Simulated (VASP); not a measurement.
# Si (P-1) in VASP: relaxation of cell and atoms with r2SCAN

Aim: the relaxation of cell and atoms of Si with r2SCAN.

Everything below comes from runs of VASP 6.6.1. Logs are shortened: lines on timing, memory, paths and dates and some standing lists are left out, and cuts for length are marked.

## (1) The cell of the first run

The typed cell holds 2 atoms: a = 3.850 Å, b = 3.850 Å, c = 3.850 Å, α = 60.00°, β = 60.00°, γ = 60.00°.

## (2) Relaxation of cell and atoms, r2SCAN

File POSCAR:

```
Si
1.0
    0.0000000000      2.7221053415      2.7221053415
    2.7221053415      0.0000000000      2.7221053415
    2.7221053415      2.7221053415      0.0000000000
Si
2
Direct
    0.5213808979      0.5111808634      0.5147369126
    0.7286191021      0.7388191366      0.7352630874
```

File INCAR.step1:

```
ALGO = Normal
EDIFF = 1E-4
ENCUT = 600
GGA = PE
ISMEAR = 0
LASPH = T
LCHARG = F
LREAL = F
LWAVE = T
NELM = 100
PREC = Accurate
SIGMA = 0.05
```

File INCAR.step2:

```
ALGO = Normal
EDIFF = 1E-6
EDIFFG = -0.01
ENCUT = 600
IBRION = 2
ISIF = 3
ISMEAR = 0
ISTART = 1
LASPH = T
LCHARG = F
LMIXTAU = T
LREAL = F
LWAVE = F
METAGGA = R2SCAN
NELM = 100
NSW = 100
PREC = Accurate
SIGMA = 0.05
```

File KPOINTS:

```
k-points
0
Gamma
  8 8 8
```

Potentials or basis: VASP PAW PBE potentials, release 64 (Si).

On the command line:

```sh
cat potpaw_PBE.64/Si/POTCAR > POTCAR
cp INCAR.step1 INCAR
mpirun -np 1 vasp_std > vasp.out
cp INCAR.step2 INCAR
mpirun -np 1 vasp_std > vasp.out
```

OUTCAR:

```text
EDIFF = 1E-6
   EDIFFG = -0.01
   ENCUT = 600
   IBRION = 2
   ISIF = 3
   ISMEAR = 0
   ISTART = 1
   LASPH = T
   LREAL = F
   METAGGA = R2SCAN
   NELM = 100
   NSW = 100
   PREC = Accurate

 ion  position               nearest neighbor table
   1  0.521  0.511  0.515-   2 2.06   2 2.45   2 2.47   2 2.51
   2  0.729  0.739  0.735-   1 2.06   1 2.45   1 2.47   1 2.51

  LATTYP: Found a face centered cubic cell.
 ALAT       =     5.4442106830

  Lattice vectors:

 A1 = (   0.0000000000,   2.7221053415,   2.7221053415)
 A2 = (   2.7221053415,   0.0000000000,   2.7221053415)
 A3 = (   2.7221053415,   2.7221053415,   0.0000000000)

Analysis of symmetry for initial positions (statically):
=====================================================================
 Subroutine PRICEL returns:
 Original cell was already a primitive cell.

 Routine SETGRP: Setting up the symmetry group for a
 face centered cubic supercell.

 Subroutine GETGRP returns: Found  2 space group operations
 (whereof  1 operations were pure point group operations)
 out of a pool of 48 trial point group operations.

The static configuration has the point symmetry C_1 .
 The point group associated with its full space group is S_2 .

Analysis of symmetry for dynamics (positions and initial velocities):
=====================================================================
 Subroutine PRICEL returns:
 Original cell was already a primitive cell.

 Routine SETGRP: Setting up the symmetry group for a
 face centered cubic supercell.

 Subroutine GETGRP returns: Found  2 space group operations
 (whereof  1 operations were pure point group operations)
 out of a pool of 48 trial point group operations.

The dynamic configuration has the point symmetry C_1 .
 The point group associated with its full space group is S_2 .

 Subroutine INISYM returns: Found  2 space group operations
 (whereof  1 operations are pure point group operations),
 and found     1 'primitive' translations

----------------------------------------------------------------------------------------

                                     Primitive cell

  volume of cell :      40.3408

  direct lattice vectors                    reciprocal lattice vectors
     0.000000000  2.722105341  2.722105341    -0.183681356  0.183681356  0.183681356
     2.722105341  0.000000000  2.722105341     0.183681356 -0.183681356  0.183681356
     2.722105341  2.722105341  0.000000000     0.183681356  0.183681356 -0.183681356

  length of vectors
     3.849638292  3.849638292  3.849638292     0.318145441  0.318145441  0.318145441

  position of ions in fractional coordinates (direct lattice)
     0.521380898  0.511180863  0.514736913
     0.728619102  0.738819137  0.735263087

  ion indices of the primitive-cell ions
   primitive index   ion index
                 1           1
                 2           2

----------------------------------------------------------------------------------------

 KPOINTS: k-points

Automatic generation of k-mesh.
 Grid dimensions read from file:
 generate k-points for:    8    8    8

 Generating k-lattice:

  Cartesian coordinates                     Fractional coordinates (reciprocal lattice)
    -0.022960169  0.022960169  0.022960169     0.125000000  0.000000000  0.000000000
     0.022960169 -0.022960169  0.022960169     0.000000000  0.125000000  0.000000000
     0.022960169  0.022960169 -0.022960169     0.000000000  0.000000000  0.125000000

  Length of vectors
     0.039768180  0.039768180  0.039768180

  Shift w.r.t. Gamma in fractional coordinates (k-lattice)
     0.000000000  0.000000000  0.000000000

 Subroutine IBZKPT returns following result:
 ===========================================

 Found    260 irreducible k-points:

 Following reciprocal coordinates:
            Coordinates               Weight
  0.000000  0.000000  0.000000      1.000000
  0.125000  0.000000  0.000000      2.000000
  0.000000  0.125000  0.000000      2.000000
  0.000000  0.000000  0.125000      2.000000
  0.125000  0.125000  0.125000      2.000000
  0.250000  0.000000  0.000000      2.000000
[... 16 lines left out ...]
  0.125000  0.000000  0.250000      2.000000
  0.125000  0.125000 -0.125000      2.000000
 [... further k-points ...]
   k-points           NKPTS =    260   k-points in BZ     NKDIM =    260   number of bands    NBANDS=      8
   number of dos      NEDOS =    301   number of ions     NIONS =      2
   total plane-waves  NPLWV =  32768
   dimension x,y,z NGX =    32 NGY =   32 NGZ =   32
   dimension x,y,z NGXF=    64 NGYF=   64 NGZF=   64
   ions per type =               2
   NGX,Y,Z   is equivalent  to a cutoff of  13.82, 13.82, 13.82 a.u.
   NGXF,Y,Z  is equivalent  to a cutoff of  27.64, 27.64, 27.64 a.u.
 SYSTEM =  unknown system
   PREC   = accura    normal or accurate (medium, high low for compatibility)
   ISTART =      1    job   : 0-new  1-cont  2-samecut
   ICHARG =      0    charge: 1-file 2-atom 10-const
   ISPIN  =      1    spin polarized calculation?
   LNONCOLLINEAR =      F non collinear calculations
   LSORBIT =      F    spin-orbit coupling
   LASPH  =      T    aspherical Exc in radial PAW
   ENCUT  =  600.0 eV  44.10 Ry    6.64 a.u.   7.69  7.69  7.69*2*pi/ulx,y,z
   NELM   =    100;   NELMIN=  2; NELMDL=  0     # of ELM steps
   EDIFF  = 0.1E-05   stopping-criterion for ELM
   LREAL  =      F    real-space projection
   EDIFFG = -.1E-01   stopping-criterion for IOM
   NSW    =    100    number of steps for IOM
   IBRION =      2    ionic relax: 0-MD 1-quasi-New 2-CG
   NFREE  =      1    steps in history (QN), initial steepest desc. (CG)
   ISIF   =      3    stress and relaxation
   ISYM   =      2    0-nonsym 1-usesym 2-fastsym
   POTIM  = 0.5000    time-step for ionic-motion
   TEBEG  =    0.0;   TEEND  =   0.0 temperature during run
   PSTRESS=    0.0 pullay stress
   NELECT =       8.0000    total number of electrons
   NUPDOWN=      -1.0000    fix difference up-down
   EMIN   =  10.00;   EMAX   =-10.00  energy-range for DOS
   EFERMI =   0.00;   METHOD = LEGACY
   ISMEAR =     0;   SIGMA  =   0.05  broadening in eV -4-tet -1-fermi 0-gaus
   EFERMI_NEDOS =   21; number of points for ismear=-14 and -15
   IALGO  =     38    algorithm
   IMIX   =      4    mixing-type and parameters
     AMIX     =   0.40;   BMIX     =  1.00
     AMIX_MAG =   1.60;   BMIX_MAG =  1.00
  volume/ion in A,a.u.               =      20.17       136.12
  Fermi-wavevector in a.u.,A,eV,Ry     =   0.954677  1.804078 12.400467  0.911409
  Thomas-Fermi vector in A             =   2.083446
   LORBIT       =      0    0 simple, 1 ext, 2 COOP (PROOUT), +10 PAW based schemes
   METAGGA = R2SCAN    functional components
   LHFCALC =     F    Hartree Fock is set to
   AEXX    =    0.0000 exact exchange contribution
   IVDW    =     0    specifies the selected vdW correction
   LEPSILON=     F    determine dielectric tensor
   LRPA    =     F    only Hartree local field effects (RPA)
 conjugate gradient relaxation of ions
 non-spin polarized calculation
 Gauss-broadening in eV      SIGMA  =   0.05
  energy-cutoff  :      600.00
  volume of cell :       40.34
 maximum number of plane-waves:      1365
   NGX = 15   NGY = 15   NGZ = 15

--------------------------------------- Ionic step        1  -------------------------------------------

 number of electron       8.0000000 magnetization

 Free energy of the ion-electron system (eV)
  ---------------------------------------------------
  ext. energy  EPLUGINS =         0.00000000
  ---------------------------------------------------
  free energy    TOTEN  =       -16.74232295 eV

  energy without entropy =      -16.74130802  energy(sigma->0) =      -16.74181549

------------------------ aborting loop because EDIFF is reached ----------------------------------------

  FORCE on cell =-STRESS in cart. coord.  units (eV):
  Direction    XX          YY          ZZ          XY          YZ          ZX
  --------------------------------------------------------------------------------------
  -------------------------------------------------------------------------------------
  Total        1.2886794      0.9417454      1.0839997      2.5999747      2.3311041      2.7703601
  in kB       51.1812283     37.4023877     43.0521615    103.2606661     92.5821964    110.0276989
  external PRESSURE =      43.8785925 kB  Pullay stress =       0.0000000 kB
[... 89 lines left out ...]
  FREE ENERGIE OF THE ION-ELECTRON SYSTEM (eV)
  ---------------------------------------------------
  free  energy   TOTEN  =       -17.4615281755 eV

  energy  without entropy=      -17.4615280160  energy(sigma->0) =      -17.46152810

[... ionic steps 4 to 9 ...]

--------------------------------------- Ionic step       10  -------------------------------------------

 number of electron       8.0000000 magnetization

------------------------ aborting loop because EDIFF is reached ----------------------------------------

  FORCE on cell =-STRESS in cart. coord.  units (eV):
  Direction    XX          YY          ZZ          XY          YZ          ZX
  --------------------------------------------------------------------------------------
  -------------------------------------------------------------------------------------
  Total       -0.0501679     -0.0342912     -0.0421045     -0.0245044     -0.0144302     -0.0284183
  in kB       -1.9936749     -1.3627333     -1.6732359     -0.9738048     -0.5734582     -1.1293455
  external PRESSURE =      -1.6765480 kB  Pullay stress =       0.0000000 kB
[... 57 lines left out ...]
  energy  without entropy=      -17.5468576980  energy(sigma->0) =      -17.54685770

--------------------------------------- Ionic step       12  -------------------------------------------

 number of electron       8.0000000 magnetization

 Free energy of the ion-electron system (eV)
  ---------------------------------------------------
  ext. energy  EPLUGINS =         0.00000000
  ---------------------------------------------------
  free energy    TOTEN  =       -17.54688767 eV

  energy without entropy =      -17.54688767  energy(sigma->0) =      -17.54688767

 E-fermi :   5.8954     XC(G=0):  -9.8350

 val. band max:        5.6924922846   @ k =   0.0000   0.0000   0.0000
 cond. band min:       6.5092692848   @ k =   0.3750   0.0000   0.3750
 fundamental gap:      0.8167770002
 Fermi energy:         5.8953696301

 k-point     1 :       0.0000    0.0000    0.0000
  band No.  band energies     occupation
      1      -6.8023      2.00000
      2       5.6872      2.00000
      3       5.6883      2.00000
      4       5.6925      2.00000
      5       8.4421      0.00000
      6       8.4436      0.00000
      7       8.4499      0.00000
      8       9.6186      0.00000
[... 243 lines left out ...]
 k-point    24 :       0.1250    0.1250   -0.1250
  band No.  band energies     occupation
      1      -6.0248      2.00000
      2       2.3652      2.00000
      3       4.3057      2.00000
      4       4.4107      2.00000
      5       8.0649      0.00000
      6       9.7374      0.00000
      7      10.4610      0.00000
      8      10.8062      0.00000

 [... further k-points ...]

------------------------ aborting loop because EDIFF is reached ----------------------------------------

  FORCE on cell =-STRESS in cart. coord.  units (eV):
  Direction    XX          YY          ZZ          XY          YZ          ZX
  --------------------------------------------------------------------------------------
  -------------------------------------------------------------------------------------
  Total        0.0004220      0.0097190      0.0051231     -0.0047538      0.0072701     -0.0108830
  in kB        0.0168036      0.3869962      0.2039945     -0.1892887      0.2894829     -0.4333450
  external PRESSURE =       0.2025981 kB  Pullay stress =       0.0000000 kB
[... 17 lines left out ...]
  FREE ENERGIE OF THE ION-ELECTRON SYSTEM (eV)
  ---------------------------------------------------
  free  energy   TOTEN  =       -17.5468876701 eV

  energy  without entropy=      -17.5468876700  energy(sigma->0) =      -17.54688767

 reached required accuracy - stopping structural energy minimisation
```

Run time: 42 min. Hardware: 1 thread of Intel Xeon 8259CL, shared host; peak memory 0.25 GiB.

Results:

```yaml
Free_energy: -17.5469 eV
Relaxed_volume: 20.12 Å³/atom
Relaxed_cell: a = 3.845 Å, b = 3.848 Å, c = 3.847 Å, α = 59.99°, β = 60.00°, γ = 59.99°
Space_group_after_relaxing_to_0.1_Å: Fd-3m (No. 227)
Energy_gained_by_relaxing: 402.3 meV/atom
Ionic_steps: 12
Pressure_after_relaxing: 0.0 GPa
Largest_force_after_relaxing: 0.004 eV/Å
Band_gap_on_the_k_mesh: 0.82 eV (least direct gap 2.75 eV)
```

Forces in eV/Å, atoms in the order of the input:
```
Si   0.001  0.003  0.002
Si  -0.001 -0.003 -0.002
```

Step by step:
```
step  energy change (eV)  largest force (eV/Å)  pressure (GPa)  volume (Å³)
   1              0.0000                5.9651            4.39        40.34
   2              0.0999                1.7063            5.34        43.19
   3             -0.7192                0.4417           -2.61        41.51
   4             -0.7322                0.4577           -2.61        41.40
   5             -0.7363                0.6555           -2.51        41.29
   6             -0.7941                0.1446            1.37        39.70
   7             -0.7941                0.1470            1.39        39.69
   8             -0.8040                0.1119            0.00        40.25
   9             -0.8041                0.1006            0.15        40.19
  10             -0.8045                0.0369           -0.17        40.32
  11             -0.8045                0.0180           -0.08        40.28
  12             -0.8046                0.0036            0.02        40.24
```

Final structure:
```yaml
crystal:
  lattice:
    - [0.00132, 2.71865, 2.71934]
    - [2.72102, -0.00065, 2.72019]
    - [2.72079, 2.71927, 0.00000]
  atoms:
    - { symbol: Si, position: [0.50004, 0.49996, 0.49997] }
    - { symbol: Si, position: [0.74996, 0.75004, 0.75003] }
```

Levels at points of the mesh, in eV from the valence-band top:
| k point | band 1 | band 2 | band 3 | band 4 | band 5 | band 6 | band 7 | band 8 |
| --- | --- | --- | --- | --- | --- | --- | --- | --- |
| (0.00, 0.00, 0.00) | -12.49 | -0.01 | 0.00 | 0.00 | 2.75 | 2.75 | 2.76 | 3.93 |
| (0.50, 0.00, 0.00) | -10.05 | -7.25 | -1.28 | -1.27 | 1.86 | 3.58 | 3.59 | 8.32 |
| (0.00, 0.50, 0.00) | -10.06 | -7.25 | -1.27 | -1.27 | 1.87 | 3.59 | 3.59 | 8.33 |
| (0.00, 0.00, 0.50) | -10.05 | -7.25 | -1.27 | -1.27 | 1.86 | 3.58 | 3.59 | 8.33 |
| (0.50, 0.50, 0.50) | -10.06 | -7.25 | -1.27 | -1.27 | 1.86 | 3.59 | 3.59 | 8.33 |
| (0.50, 0.50, 0.00) | -8.15 | -8.14 | -3.00 | -3.00 | 0.93 | 0.93 | 10.83 | 10.84 |
| (0.00, 0.50, 0.50) | -8.15 | -8.15 | -3.00 | -3.00 | 0.92 | 0.93 | 10.83 | 10.84 |
| (0.50, 0.00, 0.50) | -8.15 | -8.14 | -3.01 | -3.00 | 0.92 | 0.93 | 10.83 | 10.84 |

Caveat: the PAW data sets were made with another functional, which shifts forces and pressure a little. A k mesh can miss the band edges.
